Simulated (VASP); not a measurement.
# ZnRe (Pm) in VASP: single point with PBEsol

Aim: the single point of ZnRe with PBEsol.

Program: VASP 6.6.1. These are calculated values, not measurements. Logs are shortened: lines on timing, memory, paths and dates and some standing lists are left out, and cuts for length are marked.

## Step 1: The cell of the first run

It takes space group Pm (No. 6, monoclinic). Conventional cell: a = 2.748 Å, b = 4.494 Å, c = 2.748 Å, α = 90.00°, β = 120.00°, γ = 90.00°. Within 3.6 Å of Zn (site symmetry m) lie 6 Re at 2.70 to 2.80 Å and 6 Zn at 2.75 Å. Within 3.6 Å of Re (site symmetry m) lie 6 Zn at 2.70 to 2.80 Å and 6 Re at 2.75 Å.

## Step 2: Single point, PBEsol

Contents of INCAR:

```
ALGO = Normal
EDIFF = 1E-6
ENCUT = 500
GGA = PS
GGA_COMPAT = False
ISIF = 2
ISMEAR = 0
LASPH = True
LCHARG = False
LREAL = False
LWAVE = False
NBANDS = 20
NELM = 120
PREC = Accurate
SIGMA = 0.15
```

Contents of KPOINTS:

```
k-points
0
Gamma
  21 21 10
```

Contents of POSCAR:

```
ZnRe
1.0
    2.7482183437      0.0000000000      0.0000000000
   -1.3741091718      2.3800269008      0.0000000000
    0.0000000000      0.0000000000      4.4940660000
Zn Re
1 1
Direct
    0.0000000000      0.0000000000      0.0000000000
    0.3697205441      0.7030538774      0.5000000000
```

Potentials or basis: VASP PAW PBE potentials, release 64 (Zn, Re_sv_GW).

Run with:

```console
> cat potpaw_PBE.64/Zn/POTCAR potpaw_PBE.64/Re_sv_GW/POTCAR > POTCAR
> mpirun -np 1 vasp_std > vasp.out
```

OUTCAR:

```text
EDIFF = 1E-6
   ENCUT = 500
   GGA = PS
   ISIF = 2
   ISMEAR = 0
   LASPH = True
   LREAL = False
   NELM = 120
   PREC = Accurate

 ion  position               nearest neighbor table
   1  0.000  0.000  0.000-   2 2.70   2 2.70   2 2.75   2 2.75   2 2.80   2 2.80
   2  0.370  0.703  0.500-   1 2.70   1 2.70   1 2.75   1 2.75   1 2.80   1 2.80

  LATTYP: Found a hexagonal cell.
 ALAT       =     2.7482183437
 C/A-ratio  =     1.6352652657

  Lattice vectors:

 A1 = (   2.7482183437,   0.0000000000,   0.0000000000)
 A2 = (  -1.3741091718,   2.3800269008,   0.0000000000)
 A3 = (   0.0000000000,   0.0000000000,   4.4940660000)

Analysis of symmetry for initial positions (statically):
=====================================================================
 Subroutine PRICEL returns:
 Original cell was already a primitive cell.

 Routine SETGRP: Setting up the symmetry group for a
 hexagonal supercell.

 Subroutine GETGRP returns: Found  2 space group operations
 (whereof  2 operations were pure point group operations)
 out of a pool of 24 trial point group operations.

The static configuration has the point symmetry C_1h.

Analysis of symmetry for dynamics (positions and initial velocities):
=====================================================================
 Subroutine PRICEL returns:
 Original cell was already a primitive cell.

 Routine SETGRP: Setting up the symmetry group for a
 hexagonal supercell.

 Subroutine GETGRP returns: Found  2 space group operations
 (whereof  2 operations were pure point group operations)
 out of a pool of 24 trial point group operations.

The dynamic configuration has the point symmetry C_1h.

 Subroutine INISYM returns: Found  2 space group operations
 (whereof  2 operations are pure point group operations),
 and found     1 'primitive' translations

----------------------------------------------------------------------------------------

                                     Primitive cell

  volume of cell :      29.3949

  direct lattice vectors                    reciprocal lattice vectors
     2.748218344  0.000000000  0.000000000     0.363872107  0.210081659  0.000000000
    -1.374109172  2.380026901  0.000000000     0.000000000  0.420163318  0.000000000
     0.000000000  0.000000000  4.494066000     0.000000000  0.000000000  0.222515646

  length of vectors
     2.748218344  2.748218344  4.494066000     0.420163318  0.420163318  0.222515646

  position of ions in fractional coordinates (direct lattice)
     0.000000000  0.000000000  0.000000000
     0.369720544  0.703053877  0.500000000

  ion indices of the primitive-cell ions
   primitive index   ion index
                 1           1
                 2           2

----------------------------------------------------------------------------------------

 KPOINTS: k-points

Automatic generation of k-mesh.
 Grid dimensions read from file:
 generate k-points for:   21   21   10

 Generating k-lattice:

  Cartesian coordinates                     Fractional coordinates (reciprocal lattice)
     0.017327243  0.010003889  0.000000000     0.047619048  0.000000000  0.000000000
     0.000000000  0.020007777  0.000000000     0.000000000  0.047619048  0.000000000
     0.000000000  0.000000000  0.022251565     0.000000000  0.000000000  0.100000000

  Length of vectors
     0.020007777  0.020007777  0.022251565

  Shift w.r.t. Gamma in fractional coordinates (k-lattice)
     0.000000000  0.000000000  0.000000000

 Subroutine IBZKPT returns following result:
 ===========================================

 Found   1326 irreducible k-points:

 Following reciprocal coordinates:
            Coordinates               Weight
  0.000000  0.000000  0.000000      1.000000
  0.047619  0.000000  0.000000      2.000000
  0.000000  0.047619  0.000000      2.000000
 -0.047619  0.047619  0.000000      2.000000
  0.095238  0.000000  0.000000      2.000000
  0.000000  0.095238  0.000000      2.000000
[... 16 lines left out ...]
  0.380952  0.000000  0.000000      2.000000
  0.000000  0.380952  0.000000      2.000000
 [... further k-points ...]
   k-points           NKPTS =   1326   k-points in BZ     NKDIM =   1326   number of bands    NBANDS=     20
   number of dos      NEDOS =    301   number of ions     NIONS =      2
   total plane-waves  NPLWV =  14400
   dimension x,y,z NGX =    20 NGY =   20 NGZ =   36
   dimension x,y,z NGXF=    40 NGYF=   40 NGZF=   72
   ions per type =               1   1
   NGX,Y,Z   is equivalent  to a cutoff of  12.10, 12.10, 13.32 a.u.
   NGXF,Y,Z  is equivalent  to a cutoff of  24.20, 24.20, 26.63 a.u.
 SYSTEM =  unknown system
   PREC   = accura    normal or accurate (medium, high low for compatibility)
   ISTART =      0    job   : 0-new  1-cont  2-samecut
   ICHARG =      2    charge: 1-file 2-atom 10-const
   ISPIN  =      1    spin polarized calculation?
   LNONCOLLINEAR =      F non collinear calculations
   LSORBIT =      F    spin-orbit coupling
   LASPH  =      T    aspherical Exc in radial PAW
   ENCUT  =  500.0 eV  36.75 Ry    6.06 a.u.   5.01  5.01  8.19*2*pi/ulx,y,z
   NELM   =    120;   NELMIN=  2; NELMDL= -5     # of ELM steps
   EDIFF  = 0.1E-05   stopping-criterion for ELM
   LREAL  =      F    real-space projection
   EDIFFG = 0.1E-04   stopping-criterion for IOM
   NSW    =      0    number of steps for IOM
   IBRION =     -1    ionic relax: 0-MD 1-quasi-New 2-CG
   NFREE  =      0    steps in history (QN), initial steepest desc. (CG)
   ISIF   =      2    stress and relaxation
   ISYM   =      2    0-nonsym 1-usesym 2-fastsym
   POTIM  = 0.5000    time-step for ionic-motion
   TEBEG  =    0.0;   TEEND  =   0.0 temperature during run
   PSTRESS=    0.0 pullay stress
   NELECT =      27.0000    total number of electrons
   NUPDOWN=      -1.0000    fix difference up-down
   EMIN   =  10.00;   EMAX   =-10.00  energy-range for DOS
   EFERMI =   0.00;   METHOD = LEGACY
   ISMEAR =     0;   SIGMA  =   0.15  broadening in eV -4-tet -1-fermi 0-gaus
   EFERMI_NEDOS =   21; number of points for ismear=-14 and -15
   IALGO  =     38    algorithm
   IMIX   =      4    mixing-type and parameters
     AMIX     =   0.40;   BMIX     =  1.00
     AMIX_MAG =   1.60;   BMIX_MAG =  1.00
  volume/ion in A,a.u.               =      14.70        99.18
  Fermi-wavevector in a.u.,A,eV,Ry     =   1.591373  3.007258 34.456306  2.532467
  Thomas-Fermi vector in A             =   2.689923
   LORBIT       =      0    0 simple, 1 ext, 2 COOP (PROOUT), +10 PAW based schemes
   GGA     = PS    functional components
   LHFCALC =     F    Hartree Fock is set to
   AEXX    =    0.0000 exact exchange contribution
   IVDW    =     0    specifies the selected vdW correction
   LEPSILON=     F    determine dielectric tensor
   LRPA    =     F    only Hartree local field effects (RPA)
 non-spin polarized calculation
 Gauss-broadening in eV      SIGMA  =   0.15
  energy-cutoff  :      500.00
  volume of cell :       29.39
 maximum number of plane-waves:       768
   NGX =  9   NGY =  9   NGZ = 17

 number of electron      27.0000013 magnetization

 Free energy of the ion-electron system (eV)
  ---------------------------------------------------
  ext. energy  EPLUGINS =         0.00000000
  ---------------------------------------------------
  free energy    TOTEN  =       -16.09737031 eV

  energy without entropy =      -16.08356878  energy(sigma->0) =      -16.09046955

 E-fermi :   7.9367     XC(G=0): -13.1785

 val. band max:        7.9351402269   @ k =  -0.2381   0.3810  -0.3000
 cond. band min:       7.9429667349   @ k =  -0.2857   0.3333  -0.4000
 fundamental gap:      0.0078265079
 Fermi energy:         7.9366815394

 k-point     1 :       0.0000    0.0000    0.0000
  band No.  band energies     occupation
      1     -72.2231      2.00000
      2     -34.1473      2.00000
      3     -33.4744      2.00000
      4     -33.4692      2.00000
      5      -2.3373      2.00000
      6       0.0475      2.00000
[... 12 lines left out ...]
     19      24.7871      0.00000
     20      25.2860      0.00000

 k-point     2 :       0.0476    0.0000    0.0000
  band No.  band energies     occupation
      1     -72.2214      2.00000
      2     -34.1446      2.00000
      3     -33.4917      2.00000
      4     -33.4790      2.00000
      5      -2.2620      2.00000
      6       0.0742      2.00000
[... 12 lines left out ...]
     19      24.0209      0.00000
     20      24.6665      0.00000

 k-point     3 :       0.0000    0.0476    0.0000
  band No.  band energies     occupation
      1     -72.2214      2.00000
      2     -34.1446      2.00000
      3     -33.4961      2.00000
      4     -33.4745      2.00000
      5      -2.2626      2.00000
      6       0.0727      2.00000
[... 12 lines left out ...]
     19      24.2009      0.00000
     20      24.4091      0.00000

 k-point     4 :      -0.0476    0.0476    0.0000
  band No.  band energies     occupation
      1     -72.2214      2.00000
      2     -34.1446      2.00000
      3     -33.4940      2.00000
      4     -33.4767      2.00000
      5      -2.2622      2.00000
      6       0.0735      2.00000
[... 12 lines left out ...]
     19      24.0202      0.00000
     20      24.6495      0.00000

 k-point     5 :       0.0952    0.0000    0.0000
  band No.  band energies     occupation
      1     -72.2164      2.00000
      2     -34.1363      2.00000
      3     -33.5546      2.00000
      4     -33.4937      2.00000
      5      -2.0400      2.00000
      6       0.1467      2.00000
[... 12 lines left out ...]
     19      23.1227      0.00000
     20      23.6485      0.00000
[... 353 lines left out ...]
      6       0.4428      2.00000
[... 12 lines left out ...]
     19      19.1169      0.00000
     20      21.7871      0.00000

 k-point    22 :      -0.3333    0.3333    0.0000
  band No.  band energies     occupation
      1     -72.1653      2.00000
      2     -34.1712      2.00000
      3     -34.0469      2.00000
      4     -33.6383      2.00000
      5       0.0097      2.00000
      6       0.4785      2.00000
[... 12 lines left out ...]
     19      19.1690      0.00000
     20      21.6812      0.00000

 k-point    23 :       0.3810    0.0000    0.0000
  band No.  band energies     occupation
      1     -72.1562      2.00000
      2     -34.2734      2.00000
      3     -34.0308      2.00000
      4     -33.6656      2.00000
      5       0.0534      2.00000
      6       0.4413      2.00000
[... 12 lines left out ...]
     19      18.5390      0.00000
     20      21.0188      0.00000

 k-point    24 :       0.0000    0.3810    0.0000
  band No.  band energies     occupation
      1     -72.1563      2.00000
      2     -34.2767      2.00000
      3     -34.0310      2.00000
      4     -33.6610      2.00000
      5       0.0068      2.00000
      6       0.4016      2.00000
[... 12 lines left out ...]
     19      18.5265      0.00000
     20      21.3377      0.00000

 [... further k-points ...]

------------------------ aborting loop because EDIFF is reached ----------------------------------------

  FORCE on cell =-STRESS in cart. coord.  units (eV):
  Direction    XX          YY          ZZ          XY          YZ          ZX
  --------------------------------------------------------------------------------------
  -------------------------------------------------------------------------------------
  Total       -1.7689856     -1.9691030     -1.7755256      0.0492280      0.0000000      0.0000000
  in kB      -96.4189380   -107.3263798    -96.7754026      2.6831803      0.0000000      0.0000000
  external PRESSURE =    -100.1735735 kB  Pullay stress =       0.0000000 kB

 VOLUME and BASIS-vectors are now :
 -----------------------------------------------------------------------------
  energy-cutoff  :      500.00
  volume of cell :       29.39
      direct lattice vectors                 reciprocal lattice vectors
     2.748218344  0.000000000  0.000000000     0.363872107  0.210081659  0.000000000
    -1.374109172  2.380026901  0.000000000     0.000000000  0.420163318  0.000000000
     0.000000000  0.000000000  4.494066000     0.000000000  0.000000000  0.222515646

 POSITION                                       TOTAL-FORCE (eV/Angst)
 -----------------------------------------------------------------------------------
      0.00000      0.00000      0.00000         0.100363      0.140442      0.000000
      0.05000      1.67329      2.24703        -0.100363     -0.140442      0.000000
 -----------------------------------------------------------------------------------
    total drift:                                0.000046     -0.000008     -0.000000

  FREE ENERGIE OF THE ION-ELECTRON SYSTEM (eV)
  ---------------------------------------------------
  free  energy   TOTEN  =       -16.0973703125 eV

  energy  without entropy=      -16.0835687833  energy(sigma->0) =      -16.09046955
```

Wall time 7.2 min (1 thread of Intel Xeon Platinum 8488C (Sapphire Rapids), shared host); peak memory 0.84 GiB.

What came out:

* Free energy: -16.0974 eV
* Pressure: -10.0 GPa
* Largest force: 0.173 eV/Å
* Band gap on the k mesh: zero (an odd number of electrons rules out a gap without spin polarisation)

Forces on the atoms (eV/Å):
```
Zn   0.100  0.140  0.000
Re  -0.100 -0.140  0.000
```

Stress tensor (GPa, compression positive):
```
 -9.64   0.27   0.00
  0.27 -10.73   0.00
  0.00   0.00  -9.68
```

Caveat: the cell differs from its parent crystal (all Re atoms moved -0.100 Å, as atom 2 towards its neighbour atom 2 (Re) at 2.748 Å); the cell stands under tension; the PAW data sets were made with another functional, which shifts forces and pressure a little; spin-orbit coupling is left out, which moves the levels of the heavy elements.
